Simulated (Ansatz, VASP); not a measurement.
# Si2Ni: VASP beside Ansatz

```
CELL_PARAMETERS angstrom
-1.51516 1.51516 3.36168
1.51516 -1.51516 3.36168
1.51516 1.51516 -3.36168
ATOMIC_POSITIONS crystal
Ni 0.00000 0.00000 0.00000
Si 0.33271 0.33271 0.00000
Si 0.66729 0.66729 0.00000
```

Change from the starting cell: volume scaled by 0.8, LAPW.

Alike in both runs: task single point; functional PBE; k mesh 14 × 14 × 14; occupations fermi-dirac, width 0.05 eV; no spin polarisation.

|  | VASP | Ansatz |
| --- | --- | --- |
| version | VASP 6.6.1 | Ansatz 0.2.0 |
| potentials or method | VASP PAW PBE potentials, release 64 (Ni, Si), cutoff 520 eV | all-electron LAPW, scalar-relativistic |

|  | VASP | Ansatz | Ansatz less VASP |
| --- | --- | --- | --- |
| pressure (GPa) | 49.6 | 49.6 | +0.04 |
| traceless stress, the component that is largest in VASP (GPa) | 0.17 | -0.11 | -0.283 |

Both programs put the cell under a high pressure, so it lies far from rest at this level. Ansatz ran all-electron here, and VASP with PAW potentials.
